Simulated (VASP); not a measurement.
# Pt (P6_3/mmc) in VASP: single point with PBEsol

Aim: the single point of Pt with PBEsol.

Program: VASP 6.6.1. These are calculated values, not measurements. Logs are shortened: lines on timing, memory, paths and dates and some standing lists are left out, and cuts for length are marked.

## (1) The cell of the first run

It takes space group P6_3/mmc (No. 194, hexagonal). Conventional cell: a = 2.761 Å, b = 2.761 Å, c = 4.792 Å, α = 90.00°, β = 90.00°, γ = 120.00°. Within 3.6 Å of Pt (site symmetry -6m2) lie 12 Pt at 2.76 to 2.88 Å.

This isn't the form of Pt at room conditions, which is fcc.

## (2) Single point, PBEsol

The input, INCAR:

```
SYSTEM = Pt
PREC     = Accurate       ! precision mode
ENCUT    = 520            ! plane-wave cutoff, eV
EDIFF    = 1E-6           ! SCF threshold, eV
ISMEAR   = 1              ! smearing method
SIGMA    = 0.2            ! smearing width, eV
LREAL    = Auto         
LASPH    = .TRUE.         ! aspherical terms in the spheres
NELM     = 80             ! most SCF steps
ALGO     = Normal         ! electronic algorithm
ISIF     = 2              ! what is computed and relaxed
LWAVE    = .FALSE.        ! write WAVECAR
LCHARG   = .TRUE.         ! write CHGCAR
GGA      = PS             ! functional
LELF     = .TRUE.         ! ELF
LVHAR    = .TRUE.       
NBANDS   = 303            ! bands
LUSENCCL = .FALSE.
```

The input, KPOINTS:

```
Automatic mesh
0
G
  3 3 2
  0 0 0
```

The input, POSCAR:

```
Pt
1.0
    8.2819968474      0.0000000000      0.0000000000
   -4.1409984237      7.1724196638      0.0000000000
    0.0000000000      0.0000000000     14.3764020000
Pt
54
Direct
    0.1111111111      0.2222222222      0.0833333333
    0.1111111111      0.2222222222      0.4166666667
    0.1111111111      0.2222222222      0.7500000000
    0.1111111111      0.5555555556      0.0833333333
    0.1111111111      0.5555555556      0.4166666667
    0.1111111111      0.5555555556      0.7500000000
    0.1111111111      0.8888888889      0.0833333333
    0.1111111111      0.8888888889      0.4166666667
    0.1111111111      0.8888888889      0.7500000000
    0.4444444444      0.2222222222      0.0833333333
    0.4444444444      0.2222222222      0.4166666667
    0.4444444444      0.2222222222      0.7500000000
    0.4444444444      0.5555555556      0.0833333333
    0.4444444444      0.5555555556      0.4166666667
    0.4444444444      0.5555555556      0.7500000000
    0.4444444444      0.8888888889      0.0833333333
    0.4444444444      0.8888888889      0.4166666667
    0.4444444444      0.8888888889      0.7500000000
    0.7777777778      0.2222222222      0.0833333333
    0.7777777778      0.2222222222      0.4166666667
    0.7777777778      0.2222222222      0.7500000000
    0.7777777778      0.5555555556      0.0833333333
    0.7777777778      0.5555555556      0.4166666667
    0.7777777778      0.5555555556      0.7500000000
    0.7777777778      0.8888888889      0.0833333333
    0.7777777778      0.8888888889      0.4166666667
    0.7777777778      0.8888888889      0.7500000000
    0.2222222222      0.1111111111      0.2500000000
    0.2222222222      0.1111111111      0.5833333333
    0.2222222222      0.1111111111      0.9166666667
    0.2222222222      0.4444444444      0.2500000000
    0.2222222222      0.4444444444      0.5833333333
    0.2222222222      0.4444444444      0.9166666667
    0.2222222222      0.7777777778      0.2500000000
    0.2222222222      0.7777777778      0.5833333333
    0.2222222222      0.7777777778      0.9166666667
    0.5555555556      0.1111111111      0.2500000000
    0.5555555556      0.1111111111      0.5833333333
    0.5555555556      0.1111111111      0.9166666667
    0.5555555556      0.4444444444      0.2500000000
    0.5555555556      0.4444444444      0.5833333333
    0.5555555556      0.4444444444      0.9166666667
    0.5555555556      0.7777777778      0.2500000000
    0.5555555556      0.7777777778      0.5833333333
    0.5555555556      0.7777777778      0.9166666667
    0.8888888889      0.1111111111      0.2500000000
    0.8888888889      0.1111111111      0.5833333333
    0.8888888889      0.1111111111      0.9166666667
    0.8888888889      0.4444444444      0.2500000000
    0.8888888889      0.4444444444      0.5833333333
    0.8888888889      0.4444444444      0.9166666667
    0.8888888889      0.7777777778      0.2500000000
    0.8888888889      0.7777777778      0.5833333333
    0.8888888889      0.7777777778      0.9166666667
```

Potentials or basis: VASP PAW PBE potentials, release 64 (Pt).

Command:

```console
$ cat potpaw_PBE.64/Pt/POTCAR > POTCAR
$ mpirun -np 1 vasp_std > vasp.out
```

OUTCAR:

```text
SYSTEM = Pt
   PREC = Accurate
   ENCUT = 520
   EDIFF = 1E-6
   ISMEAR = 1
   LREAL = Auto
   LASPH = .TRUE.
   NELM = 80
   ISIF = 2
   GGA = PS

 ion  position               nearest neighbor table
   1  0.111  0.222  0.083-   7 2.76  25 2.76  10 2.76  19 2.76  13 2.76   4 2.76  33 2.88  30 2.88
                            48 2.88  31 2.88  46 2.88  28 2.88
   2  0.111  0.222  0.417-   8 2.76  26 2.76  11 2.76  20 2.76  14 2.76   5 2.76  32 2.88  29 2.88
                            47 2.88  31 2.88  46 2.88  28 2.88
   3  0.111  0.222  0.750-   9 2.76  27 2.76  12 2.76  21 2.76  15 2.76   6 2.76  32 2.88  33 2.88
                            29 2.88  30 2.88  47 2.88  48 2.88
   4  0.111  0.556  0.083-   7 2.76  16 2.76  13 2.76  22 2.76  19 2.76   1 2.76  36 2.88  51 2.88
                            33 2.88  34 2.88  49 2.88  31 2.88
   5  0.111  0.556  0.417-   8 2.76  17 2.76  14 2.76  23 2.76  20 2.76   2 2.76  35 2.88  50 2.88
                            32 2.88  34 2.88  49 2.88  31 2.88
   6  0.111  0.556  0.750-   9 2.76  18 2.76  15 2.76  24 2.76  21 2.76   3 2.76  35 2.88  36 2.88
                            50 2.88  51 2.88  32 2.88  33 2.88
   7  0.111  0.889  0.083-   4 2.76  22 2.76  10 2.76   1 2.76  16 2.76  25 2.76  30 2.88  36 2.88
                            54 2.88  28 2.88  52 2.88  34 2.88
   8  0.111  0.889  0.417-   5 2.76  23 2.76  11 2.76   2 2.76  17 2.76  26 2.76  29 2.88  35 2.88
                            53 2.88  28 2.88  52 2.88  34 2.88
   9  0.111  0.889  0.750-   6 2.76  24 2.76  12 2.76   3 2.76  18 2.76  27 2.76  29 2.88  30 2.88
[... 98 lines left out ...]
 A1 = (   8.2819968474,   0.0000000000,   0.0000000000)
 A2 = (  -4.1409984237,   7.1724196638,   0.0000000000)
 A3 = (   0.0000000000,   0.0000000000,  14.3764020000)

Analysis of symmetry for initial positions (statically):
=====================================================================
 Subroutine PRICEL returns following result:

  LATTYP: Found a hexagonal cell.
 ALAT       =     2.7606656155
 C/A-ratio  =     1.7358618059

  Lattice vectors:

 A1 = (   2.7606656155,   0.0000000000,   0.0000000000)
 A2 = (  -1.3803328078,   2.3908065544,   0.0000000000)
 A3 = (   0.0000000000,   0.0000000000,   4.7921340010)

  27 primitive cells build up your supercell.

 Routine SETGRP: Setting up the symmetry group for a
 hexagonal supercell.

 Subroutine GETGRP returns: Found 24 space group operations
 (whereof 12 operations were pure point group operations)
 out of a pool of 24 trial point group operations.

The static configuration has the point symmetry D_3d.
 The point group associated with its full space group is D_6h.

Analysis of symmetry for dynamics (positions and initial velocities):
=====================================================================
 Subroutine PRICEL returns following result:

  LATTYP: Found a hexagonal cell.
 ALAT       =     2.7606656155
 C/A-ratio  =     1.7358618059

  Lattice vectors:

 A1 = (   2.7606656155,   0.0000000000,   0.0000000000)
 A2 = (  -1.3803328078,   2.3908065544,   0.0000000000)
 A3 = (   0.0000000000,   0.0000000000,   4.7921340010)

  27 primitive cells build up your supercell.

 Routine SETGRP: Setting up the symmetry group for a
 hexagonal supercell.

 Subroutine GETGRP returns: Found 24 space group operations
 (whereof 12 operations were pure point group operations)
 out of a pool of 24 trial point group operations.

The dynamic configuration has the point symmetry D_3d.
 The point group associated with its full space group is D_6h.

 Subroutine INISYM returns: Found 24 space group operations
 (whereof 12 operations are pure point group operations),
 and found    27 'primitive' translations

----------------------------------------------------------------------------------------

                                     Primitive cell

  volume of cell :      31.6291

  direct lattice vectors                    reciprocal lattice vectors
     2.760665616  0.000000000  0.000000000     0.362231483  0.209134444 -0.000000000
[... 26 lines left out ...]
     0.040247943  0.023237160 -0.000000000     0.333333333  0.000000000  0.000000000
     0.000000000  0.046474321  0.000000000     0.000000000  0.333333333  0.000000000
     0.000000000 -0.000000000  0.034779217     0.000000000  0.000000000  0.500000000

  Length of vectors
     0.046474321  0.046474321  0.034779217

  Shift w.r.t. Gamma in fractional coordinates (k-lattice)
     0.000000000  0.000000000  0.000000000

 Subroutine IBZKPT returns following result:
 ===========================================

 Found      6 irreducible k-points:

 Following reciprocal coordinates:
            Coordinates               Weight
  0.000000  0.000000  0.000000      1.000000
  0.333333  0.000000  0.000000      6.000000
  0.333333  0.333333  0.000000      2.000000
  0.000000  0.000000  0.500000      1.000000
  0.333333  0.000000  0.500000      6.000000
  0.333333  0.333333  0.500000      2.000000
   k-points           NKPTS =      6   k-points in BZ     NKDIM =      6   number of bands    NBANDS=    303
   number of dos      NEDOS =    301   number of ions     NIONS =     54
   total plane-waves  NPLWV = 442368
   dimension x,y,z NGX =    64 NGY =   64 NGZ =  108
   dimension x,y,z NGXF=   128 NGYF=  128 NGZF=  216
   ions per type =              54
   NGX,Y,Z   is equivalent  to a cutoff of  12.85, 12.85, 12.49 a.u.
   NGXF,Y,Z  is equivalent  to a cutoff of  25.69, 25.69, 24.98 a.u.
 SYSTEM =  Pt
   PREC   = accura    normal or accurate (medium, high low for compatibility)
   ISTART =      0    job   : 0-new  1-cont  2-samecut
   ICHARG =      2    charge: 1-file 2-atom 10-const
   ISPIN  =      1    spin polarized calculation?
   LNONCOLLINEAR =      F non collinear calculations
   LSORBIT =      F    spin-orbit coupling
   LASPH  =      T    aspherical Exc in radial PAW
   ENCUT  =  520.0 eV  38.22 Ry    6.18 a.u.  15.40 15.40 26.73*2*pi/ulx,y,z
   NELM   =     80;   NELMIN=  2; NELMDL= -5     # of ELM steps
   EDIFF  = 0.1E-05   stopping-criterion for ELM
   LREAL  =      T    real-space projection
   EDIFFG = 0.1E-04   stopping-criterion for IOM
   NSW    =      0    number of steps for IOM
   IBRION =     -1    ionic relax: 0-MD 1-quasi-New 2-CG
   NFREE  =      0    steps in history (QN), initial steepest desc. (CG)
   ISIF   =      2    stress and relaxation
   ISYM   =      2    0-nonsym 1-usesym 2-fastsym
   POTIM  = 0.5000    time-step for ionic-motion
   TEBEG  =    0.0;   TEEND  =   0.0 temperature during run
   PSTRESS=    0.0 pullay stress
   NELECT =     540.0000    total number of electrons
   NUPDOWN=      -1.0000    fix difference up-down
   EMIN   =  10.00;   EMAX   =-10.00  energy-range for DOS
   EFERMI =   0.00;   METHOD = LEGACY
   ISMEAR =     1;   SIGMA  =   0.20  broadening in eV -4-tet -1-fermi 0-gaus
   EFERMI_NEDOS =   21; number of points for ismear=-14 and -15
   IALGO  =     38    algorithm
   IMIX   =      4    mixing-type and parameters
     AMIX     =   0.40;   BMIX     =  1.00
     AMIX_MAG =   1.60;   BMIX_MAG =  1.00
  volume/ion in A,a.u.               =      15.81       106.72
  Fermi-wavevector in a.u.,A,eV,Ry     =   1.405149  2.655347 26.863944  1.974444
  Thomas-Fermi vector in A             =   2.527639
   LORBIT       =      0    0 simple, 1 ext, 2 COOP (PROOUT), +10 PAW based schemes
   GGA     = PS    functional components
   LHFCALC =     F    Hartree Fock is set to
   AEXX    =    0.0000 exact exchange contribution
   IVDW    =     0    specifies the selected vdW correction
   LEPSILON=     F    determine dielectric tensor
   LRPA    =     F    only Hartree local field effects (RPA)
 non-spin polarized calculation
 Methfessel and Paxton  Order N= 1 SIGMA  =   0.20
  energy-cutoff  :      520.00
  volume of cell :      853.99
 maximum number of plane-waves:     23069
 NGX is ok and might be reduce to    64
   NGX = 31   NGY = 31   NGZ = 53

 number of electron     540.0000049 magnetization

 Free energy of the ion-electron system (eV)
  ---------------------------------------------------
  ext. energy  EPLUGINS =         0.00000000
  ---------------------------------------------------
  free energy    TOTEN  =      -371.42064147 eV

  energy without entropy =     -371.09034531  energy(sigma->0) =     -371.31054275

 E-fermi :  10.1689     XC(G=0): -13.3439

 val. band max:       10.1474190205   @ k =   0.3333   0.0000   0.5000
 cond. band min:      10.1706795334   @ k =   0.3333   0.0000   0.0000
 fundamental gap:      0.0232605130
 Fermi energy:        10.1688646728

 k-point     1 :       0.0000    0.0000    0.0000
  band No.  band energies     occupation
      1       0.4298      2.00000
      2       1.3123      2.00000
      3       1.3123      2.00000
      4       2.8091      2.00000
      5       2.8091      2.00000
      6       3.0929      2.00000
[... 1699 lines left out ...]
    281      10.3113      0.07177
    282      10.3113      0.07177
 [bands above 282 left out]

------------------------ aborting loop because EDIFF is reached ----------------------------------------

  FORCE on cell =-STRESS in cart. coord.  units (eV):
  Direction    XX          YY          ZZ          XY          YZ          ZX
  --------------------------------------------------------------------------------------
  -------------------------------------------------------------------------------------
  Total      -63.5325998    -63.5325998    -55.1516170      0.0000000      0.0000000      0.0000000
  in kB     -119.1945088   -119.1945088   -103.4708153      0.0000000      0.0000000      0.0000000
  external PRESSURE =    -113.9532776 kB  Pullay stress =       0.0000000 kB

 VOLUME and BASIS-vectors are now :
 -----------------------------------------------------------------------------
  energy-cutoff  :      520.00
  volume of cell :      853.99
      direct lattice vectors                 reciprocal lattice vectors
     8.281996847  0.000000000  0.000000000     0.120743828  0.069711481 -0.000000000
    -4.140998424  7.172419664  0.000000000     0.000000000  0.139422963  0.000000000
     0.000000000  0.000000000 14.376402000     0.000000000 -0.000000000  0.069558433

 POSITION                                       TOTAL-FORCE (eV/Angst)
 -----------------------------------------------------------------------------------
      0.00000      1.59387      1.19803        -0.000000     -0.000000     -0.000000
      0.00000      1.59387      5.99017        -0.000000     -0.000000      0.000000
      0.00000      1.59387     10.78230        -0.000000     -0.000000     -0.000000
     -1.38033      3.98468      1.19803        -0.000000      0.000000     -0.000000
     -1.38033      3.98468      5.99017        -0.000000      0.000000      0.000000
     -1.38033      3.98468     10.78230        -0.000000      0.000000      0.000000
[... 46 lines left out ...]
      4.14100      5.57855      8.38623         0.000000     -0.000000      0.000000
      4.14100      5.57855     13.17837         0.000000      0.000000      0.000000
 -----------------------------------------------------------------------------------
    total drift:                               -0.000000      0.000000     -0.000000

  FREE ENERGIE OF THE ION-ELECTRON SYSTEM (eV)
  ---------------------------------------------------
  free  energy   TOTEN  =      -371.4206414652 eV

  energy  without entropy=     -371.0903453061  energy(sigma->0) =     -371.31054275
```

Wall time 4.8 min (1 × NVIDIA H100 80GB with 1 thread of AMD EPYC 7R13 (Zen 3), shared host); peak memory 2.3 GiB.

What came out:

| Quantity | Value |
| --- | --- |
| Free energy | -371.4206 eV |
| Pressure | -11.4 GPa |

Stress tensor (GPa, compression positive):
```
-11.92   0.00   0.00
  0.00 -11.92   0.00
  0.00   0.00 -10.35
```

Caveat: the bands computed are all filled at some k points, so no gap is given; the cell stands under tension; the PAW data sets were made with another functional, which shifts forces and pressure a little; spin-orbit coupling is left out, which moves the levels of the heavy elements.
